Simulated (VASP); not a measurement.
# Si7C (Cm) in VASP: a series of runs

The runs below take Si7C through single point, with PBEsol.

Everything below comes from runs of VASP 6.6.1. Logs are shortened: lines on timing, memory, paths and dates and some standing lists are left out, and cuts for length are marked.

## 1. The cell of the first run

The structure is monoclinic, space group Cm (No. 8). The conventional cell has a = 12.136 Å, b = 3.632 Å, c = 6.334 Å, α = 90.00°, β = 100.19°, γ = 90.00°. C (site symmetry m) has 4 Si at 1.91 to 2.08 Å within 2.5 Å. Within 3.0 Å of Si (site symmetry m) lie 4 Si at 2.28 to 2.34 Å. Within 3.1 Å of Si (site symmetry m) lie 4 Si at 2.34 to 2.44 Å. Within 3.0 Å of Si (site symmetry m) lie 4 Si at 2.28 to 2.34 Å. Si (site symmetry m) has 1 C at 1.94 Å and 3 Si at 2.34 to 2.35 Å within 2.6 Å. Within 2.5 Å of Si (site symmetry m) lie 1 C at 1.91 Å and 3 Si at 2.30 Å. Within 2.8 Å of Si (site symmetry m) lie 2 C at 2.08 Å and 2 Si at 2.34 to 2.44 Å. Si (site symmetry m) has 4 Si at 2.28 to 2.34 Å within 3.0 Å.

## 2. Single point, PBEsol

File INCAR:

```
SYSTEM = Si7C
ALGO     = Normal         ! electronic algorithm
EDIFF    = 1E-6           ! SCF threshold, eV
ENCUT    = 600            ! plane-wave cutoff, eV
GGA      = PS             ! functional
GGA_COMPAT= .FALSE.      
ISIF     = 2              ! what is computed and relaxed
ISMEAR   = 0              ! smearing method
LASPH    = .TRUE.         ! aspherical terms in the spheres
LCHARG   = .TRUE.         ! write CHGCAR
LELF     = .TRUE.         ! ELF
LREAL    = .FALSE.        ! projectors in reciprocal space
LVHAR    = .TRUE.       
LWAVE    = .FALSE.        ! write WAVECAR
NBANDS   = 26             ! bands
NELM     = 120            ! most SCF steps
PREC     = Accurate       ! precision mode
SIGMA    = 0.1            ! smearing width, eV
```

File KPOINTS:

```
k-points
0
G
  6 6 4
  0 0 0
```

File POSCAR:

```
Si7C
1.0
    0.0000000000     -2.5685148212     -2.5685148212
    2.5795067718      5.1678033932     -2.5992885721
    5.1657778708     -2.5912854308      2.5912854308
C Si
1 7
Direct
    0.7508666695      0.5017333390      0.2483019068
    0.4958035262     -0.0083929476      0.4780996331
    0.2491572564      0.4983145127      0.7503160669
    0.0024965347      0.0049930695      0.0171326888
    0.8067444294      0.6134888588      0.9790994287
    0.5911157773      0.1822315546      0.1945571501
    0.3002389843      0.6004779687      0.3951517647
    0.0535768222      0.1071536444      0.6873413610
```

Potentials or basis: VASP PAW PBE potentials, release 64 (C, Si).

The run is started by

```console
$ cat potpaw_PBE.64/C/POTCAR potpaw_PBE.64/Si/POTCAR > POTCAR
$ mpirun -np 1 vasp_std > vasp.out
```

OUTCAR:

```text
SYSTEM = Si7C
   EDIFF = 1E-6
   ENCUT = 600
   GGA = PS
   ISIF = 2
   ISMEAR = 0
   LASPH = .TRUE.
   LREAL = .FALSE.
   NELM = 120
   PREC = Accurate

 ion  position               nearest neighbor table
   1  0.751  0.502  0.248-   6 1.91   5 1.94   7 2.08   7 2.08
   2  0.496  0.992  0.478-   8 2.28   8 2.28   6 2.30   7 2.34
   3  0.249  0.498  0.750-   8 2.34   5 2.35   5 2.35   7 2.44
   4  0.002  0.005  0.017-   8 2.28   6 2.30   6 2.30   5 2.34
   5  0.807  0.613  0.979-   1 1.94   4 2.34   3 2.35   3 2.35
   6  0.591  0.182  0.195-   1 1.91   4 2.30   4 2.30   2 2.30
   7  0.300  0.600  0.395-   1 2.08   1 2.08   2 2.34   3 2.44
   8  0.054  0.107  0.687-   4 2.28   2 2.28   2 2.28   3 2.34

  LATTYP: Found a base centered monoclinic cell.
 ALAT       =    12.1355204230
 B/A-ratio  =     0.2993220207
 C/A-ratio  =     0.5219078263
 COS(beta)  =    -0.1769823804

  Lattice vectors:

 A1 = (   2.5795067718,   2.5992885720,  -5.1678033933)
 A2 = (   2.5795067718,   5.1678033932,  -2.5992885721)
 A3 = (   5.1657778708,  -2.5912854308,   2.5912854308)

Analysis of symmetry for initial positions (statically):
=====================================================================
 Subroutine PRICEL returns:
 Original cell was already a primitive cell.

 Routine SETGRP: Setting up the symmetry group for a
 base centered monoclinic supercell.

 Subroutine GETGRP returns: Found  2 space group operations
 (whereof  2 operations were pure point group operations)
 out of a pool of  4 trial point group operations.

The static configuration has the point symmetry C_1h.

Analysis of symmetry for dynamics (positions and initial velocities):
=====================================================================
 Subroutine PRICEL returns:
 Original cell was already a primitive cell.

 Routine SETGRP: Setting up the symmetry group for a
 base centered monoclinic supercell.

 Subroutine GETGRP returns: Found  2 space group operations
 (whereof  2 operations were pure point group operations)
 out of a pool of  4 trial point group operations.

The dynamic configuration has the point symmetry C_1h.

 Subroutine INISYM returns: Found  2 space group operations
 (whereof  2 operations are pure point group operations),
 and found     1 'primitive' translations

----------------------------------------------------------------------------------------

                                     Primitive cell

  volume of cell :     137.3938

  direct lattice vectors                    reciprocal lattice vectors
     0.000000000 -2.568514821 -2.568514821     0.048442894 -0.146379099 -0.242950950
     2.579506772  5.167803393 -2.599288572     0.096885789  0.096571851 -0.096571851
     5.165777871 -2.591285431  2.591285431     0.145202227 -0.048222698  0.048222698

  length of vectors
     3.632428495  6.333746772  6.333623085     0.287747665  0.167448801  0.160419899

  position of ions in fractional coordinates (direct lattice)
     0.750866669  0.501733339  0.248301907
     0.495803526  0.991607052  0.478099633
     0.249157256  0.498314513  0.750316067
     0.002496535  0.004993070  0.017132689
     0.806744429  0.613488859  0.979099429
     0.591115777  0.182231555  0.194557150
     0.300238984  0.600477969  0.395151765
     0.053576822  0.107153644  0.687341361

  ion indices of the primitive-cell ions
   primitive index   ion index
                 1           1
                 2           2
                 3           3
                 4           4
                 5           5
                 6           6
                 7           7
                 8           8

----------------------------------------------------------------------------------------

 KPOINTS: k-points

Automatic generation of k-mesh.
 Grid dimensions read from file:
 generate k-points for:    6    6    4

 Generating k-lattice:

  Cartesian coordinates                     Fractional coordinates (reciprocal lattice)
     0.008073816 -0.024396516 -0.040491825     0.166666667  0.000000000 -0.000000000
     0.016147631  0.016095309 -0.016095309     0.000000000  0.166666667  0.000000000
     0.036300557 -0.012055674  0.012055674     0.000000000  0.000000000  0.250000000

  Length of vectors
     0.047957944  0.027908134  0.040104975

  Shift w.r.t. Gamma in fractional coordinates (k-lattice)
     0.000000000  0.000000000  0.000000000

 Subroutine IBZKPT returns following result:
 ===========================================

 Found     47 irreducible k-points:

 Following reciprocal coordinates:
            Coordinates               Weight
  0.000000  0.000000  0.000000      1.000000
  0.166667  0.000000  0.000000      4.000000
  0.333333  0.000000  0.000000      4.000000
  0.500000  0.000000 -0.000000      2.000000
  0.000000  0.166667  0.000000      2.000000
  0.166667  0.166667 -0.000000      4.000000
[... 16 lines left out ...]
  0.500000  0.166667  0.250000      4.000000
 -0.333333  0.166667  0.250000      4.000000
 [... further k-points ...]
   k-points           NKPTS =     47   k-points in BZ     NKDIM =     47   number of bands    NBANDS=     26
   number of dos      NEDOS =    301   number of ions     NIONS =      8
   total plane-waves  NPLWV =  87480
   dimension x,y,z NGX =    30 NGY =   54 NGZ =   54
   dimension x,y,z NGXF=    60 NGYF=  108 NGZF=  108
   ions per type =               1   7
   NGX,Y,Z   is equivalent  to a cutoff of  13.73, 14.17, 14.17 a.u.
   NGXF,Y,Z  is equivalent  to a cutoff of  27.46, 28.35, 28.35 a.u.
 SYSTEM =  Si7C
   PREC   = accura    normal or accurate (medium, high low for compatibility)
   ISTART =      0    job   : 0-new  1-cont  2-samecut
   ICHARG =      2    charge: 1-file 2-atom 10-const
   ISPIN  =      1    spin polarized calculation?
   LNONCOLLINEAR =      F non collinear calculations
   LSORBIT =      F    spin-orbit coupling
   LASPH  =      T    aspherical Exc in radial PAW
   ENCUT  =  600.0 eV  44.10 Ry    6.64 a.u.   7.25 12.65 12.65*2*pi/ulx,y,z
   NELM   =    120;   NELMIN=  2; NELMDL= -5     # of ELM steps
   EDIFF  = 0.1E-05   stopping-criterion for ELM
   LREAL  =      F    real-space projection
   EDIFFG = 0.1E-04   stopping-criterion for IOM
   NSW    =      0    number of steps for IOM
   IBRION =     -1    ionic relax: 0-MD 1-quasi-New 2-CG
   NFREE  =      0    steps in history (QN), initial steepest desc. (CG)
   ISIF   =      2    stress and relaxation
   ISYM   =      2    0-nonsym 1-usesym 2-fastsym
   POTIM  = 0.5000    time-step for ionic-motion
   TEBEG  =    0.0;   TEEND  =   0.0 temperature during run
   PSTRESS=    0.0 pullay stress
   NELECT =      32.0000    total number of electrons
   NUPDOWN=      -1.0000    fix difference up-down
   EMIN   =  10.00;   EMAX   =-10.00  energy-range for DOS
   EFERMI =   0.00;   METHOD = LEGACY
   ISMEAR =     0;   SIGMA  =   0.10  broadening in eV -4-tet -1-fermi 0-gaus
   EFERMI_NEDOS =   21; number of points for ismear=-14 and -15
   IALGO  =     38    algorithm
   IMIX   =      4    mixing-type and parameters
     AMIX     =   0.40;   BMIX     =  1.00
     AMIX_MAG =   1.60;   BMIX_MAG =  1.00
  volume/ion in A,a.u.               =      17.17       115.90
  Fermi-wavevector in a.u.,A,eV,Ry     =   1.007246  1.903420 13.803728  1.014545
  Thomas-Fermi vector in A             =   2.140039
   LORBIT       =      0    0 simple, 1 ext, 2 COOP (PROOUT), +10 PAW based schemes
   GGA     = PS    functional components
   LHFCALC =     F    Hartree Fock is set to
   AEXX    =    0.0000 exact exchange contribution
   IVDW    =     0    specifies the selected vdW correction
   LEPSILON=     F    determine dielectric tensor
   LRPA    =     F    only Hartree local field effects (RPA)
 non-spin polarized calculation
 Gauss-broadening in eV      SIGMA  =   0.10
  energy-cutoff  :      600.00
  volume of cell :      137.39
 maximum number of plane-waves:      4612
 NGX is ok and might be reduce to    30
   NGX = 15   NGY = 25   NGZ = 25

 number of electron      32.0000000 magnetization

 Free energy of the ion-electron system (eV)
  ---------------------------------------------------
  ext. energy  EPLUGINS =         0.00000000
  ---------------------------------------------------
  free energy    TOTEN  =       -48.68613790 eV

  energy without entropy =      -48.68116762  energy(sigma->0) =      -48.68365276

 E-fermi :   6.7872     XC(G=0): -10.0063

 val. band max:        6.7851394806   @ k =   0.0000  -0.1667   0.2500
 cond. band min:       6.8098899136   @ k =   0.0000  -0.3333   0.2500
 fundamental gap:      0.0247504330
 Fermi energy:         6.7871659540

 k-point     1 :       0.0000    0.0000    0.0000
  band No.  band energies     occupation
      1      -7.0821      2.00000
      2      -4.3932      2.00000
      3      -3.0652      2.00000
      4      -2.8231      2.00000
      5      -1.1646      2.00000
      6      -0.5048      2.00000
[... 18 lines left out ...]
     25      10.7782      0.00000
     26      11.1418      0.00000

 k-point     2 :       0.1667    0.0000    0.0000
  band No.  band energies     occupation
      1      -6.8438      2.00000
      2      -4.2092      2.00000
      3      -2.8884      2.00000
      4      -2.5592      2.00000
      5      -0.8667      2.00000
      6      -0.5388      2.00000
[... 18 lines left out ...]
     25      10.7382      0.00000
     26      11.6008      0.00000

 k-point     3 :       0.3333    0.0000    0.0000
  band No.  band energies     occupation
      1      -6.2219      2.00000
      2      -3.7247      2.00000
      3      -2.4318      2.00000
      4      -2.2291      2.00000
      5      -0.7956      2.00000
      6      -0.4986      2.00000
[... 572 lines left out ...]
 k-point    23 :       0.5000    0.1667    0.2500
  band No.  band energies     occupation
      1      -5.7361      2.00000
      2      -3.2902      2.00000
      3      -2.6411      2.00000
      4      -2.0228      2.00000
      5      -1.0906      2.00000
      6      -0.5925      2.00000
[... 18 lines left out ...]
     25      11.2816      0.00000
     26      11.9920      0.00000

 k-point    24 :      -0.3333    0.1667    0.2500
  band No.  band energies     occupation
      1      -6.2051      2.00000
      2      -3.7675      2.00000
      3      -2.5615      2.00000
      4      -1.8208      2.00000
      5      -1.1767      2.00000
      6      -0.6599      2.00000
[... 18 lines left out ...]
     25      11.5424      0.00000
     26      11.9526      0.00000

 [... further k-points ...]

------------------------ aborting loop because EDIFF is reached ----------------------------------------

  FORCE on cell =-STRESS in cart. coord.  units (eV):
  Direction    XX          YY          ZZ          XY          YZ          ZX
  --------------------------------------------------------------------------------------
  -------------------------------------------------------------------------------------
  Total        0.1088536      0.1098902      0.1098902     -0.0072553      0.0013912      0.0072553
  in kB        1.2693643      1.2814523      1.2814523     -0.0846051      0.0162228      0.0846053
  external PRESSURE =       1.2774230 kB  Pullay stress =       0.0000000 kB

 VOLUME and BASIS-vectors are now :
 -----------------------------------------------------------------------------
  energy-cutoff  :      600.00
  volume of cell :      137.39
      direct lattice vectors                 reciprocal lattice vectors
     0.000000000 -2.568514821 -2.568514821     0.048442894 -0.146379099 -0.242950950
     2.579506772  5.167803393 -2.599288572     0.096885789  0.096571851 -0.096571851
     5.165777871 -2.591285431  2.591285431     0.145202227 -0.048222698  0.048222698

 POSITION                                       TOTAL-FORCE (eV/Angst)
 -----------------------------------------------------------------------------------
      2.57690      0.02083     -2.58934         0.004567     -0.001292      0.001292
      5.02761      2.61206     -2.61206        -0.000753      0.001345     -0.001345
      5.16137     -0.00906      0.00906        -0.001752      0.001351     -0.001351
      0.10138     -0.02500      0.02500        -0.000023     -0.001559      0.001559
      6.64031     -1.43887     -1.12964        -0.001017      0.005627     -0.005627
      1.47511     -1.08071     -1.48781        -0.002610     -0.000595      0.000595
      3.59020      1.30803     -1.30803         0.006195     -0.003516      0.003516
      3.82706     -1.36496      1.36496        -0.004607     -0.001360      0.001360
 -----------------------------------------------------------------------------------
    total drift:                                0.000072      0.000054     -0.000055

  FREE ENERGIE OF THE ION-ELECTRON SYSTEM (eV)
  ---------------------------------------------------
  free  energy   TOTEN  =       -48.6861379016 eV

  energy  without entropy=      -48.6811676178  energy(sigma->0) =      -48.68365276
```

It took 3 min on 1 thread of Oxide Virtual Turin-like, shared host; peak memory 0.33 GiB.

What came out:

```
Free energy            : -48.6861 eV
Pressure               : 0.1 GPa
Largest force          : 0.008 eV/Å
Band gap on the k mesh : zero (bands 16 and 17 overlap by 0.37 eV)
```

Forces in eV/Å, atoms in the order of the input:
```
C    0.005 -0.001  0.001
Si  -0.001  0.001 -0.001
Si  -0.002  0.001 -0.001
Si   0.000 -0.002  0.002
Si  -0.001  0.006 -0.006
Si  -0.003 -0.001  0.001
Si   0.006 -0.004  0.004
Si  -0.005 -0.001  0.001
```

Caveat: semilocal functionals underestimate gaps, and a narrow one can read as zero; the PAW data sets were made with another functional, which shifts forces and pressure a little.

## 3. Single point, PBEsol

This run uses another cell than the first one, of 17.56 Å³/atom.

File INCAR:

```
SYSTEM = Si7C
  PREC = Accurate
  ENCUT = 600
  EDIFF = 1E-6
  ISMEAR = 0
  SIGMA = 0.1
  LREAL = .False.
  LASPH = .True.
  NELM = 120
  ALGO = Normal
  ISIF = 2
  LWAVE = .False.
  LCHARG = .False.
  GGA = PS
  NBANDS = 26
  GGA_COMPAT = .False.
```

File KPOINTS:

```
Automatic mesh
0
Gamma
  6 6 4
  0 0 0
```

File POSCAR:

```
Si7C
1.0
    0.0000000000     -2.5990000000     -2.5990000000
    2.5990000000      5.1980000000     -2.5990000000
    5.1980000000     -2.5990000000      2.5990000000
C Si
1 7
Direct
    0.7500000000      0.5000000000      0.2500000000
    0.5000000000      0.0000000000      0.5000000000
    0.2500000000      0.5000000000      0.7500000000
    0.0000000000      0.0000000000      0.0000000000
    0.8125000000      0.6250000000      0.9375000000
    0.5625000000      0.1250000000      0.1875000000
    0.3125000000      0.6250000000      0.4375000000
    0.0625000000      0.1250000000      0.6875000000
```

Potentials or basis: VASP PAW PBE potentials, release 64 (C, Si).

The run is started by

```console
$ cat potpaw_PBE.64/C/POTCAR potpaw_PBE.64/Si/POTCAR > POTCAR
$ mpirun -np 1 vasp_std > vasp.out
```

Wall time 3.8 min (1 thread of Oxide Virtual Turin-like, shared host); peak memory 0.33 GiB.

The run converged. Its results:

```yaml
Free_energy: -46.8510 eV
Pressure: 3.0 GPa
Largest_force: 4.000 eV/Å
Band_gap_on_the_k_mesh: 0.04 eV (least direct gap 0.69 eV)
```

Forces in eV/Å, atoms in the order of the input:
```
C    0.039 -0.025  0.025
Si  -0.114  0.081 -0.081
Si   0.028 -0.083  0.083
Si   0.215  0.047 -0.047
Si   1.978 -1.940  1.940
Si   1.933  1.949 -1.949
Si  -3.999  0.062 -0.062
Si  -0.080 -0.091  0.091
```

Stress tensor (GPa, compression positive):
```
 2.64 -0.01  0.01
-0.01  3.23  0.12
 0.01  0.12  3.23
```

Levels at points of the mesh, in eV from the valence-band top:
```
           k point  band 12  band 13  band 14  band 15  band 16  band 17  band 18  band 19  band 20  band 21
(0.00, 0.00, 0.00)    -1.26    -1.24    -0.10    -0.03     0.00     1.02     1.45     1.87     2.65     2.78
(0.50, 0.00, 0.00)    -3.37    -3.18    -3.08    -2.03    -2.01     2.10     2.22     2.76     3.10     3.60
(0.00, 0.50, 0.00)    -1.26    -0.93    -0.87    -0.68    -0.65     0.04     0.82     1.56     2.42     2.73
(0.00, 0.00, 0.50)    -1.94    -1.48    -1.32    -1.26    -1.25     1.75     1.83     1.99     2.57     3.49
(0.50, 0.00, 0.50)    -2.97    -2.34    -2.27    -1.25    -1.23     0.13     0.82     1.41     1.53     2.29
(0.00, 0.50, 0.50)    -2.36    -2.36    -2.27    -0.87    -0.69     1.09     1.47     2.46     2.79     2.89
```

Caveat: the cell stands under pressure; the PAW data sets were made with another functional, which shifts forces and pressure a little. A k mesh can miss the band edges.

The gap in the log of VASP goes by the Fermi energy; the results here count the filled bands.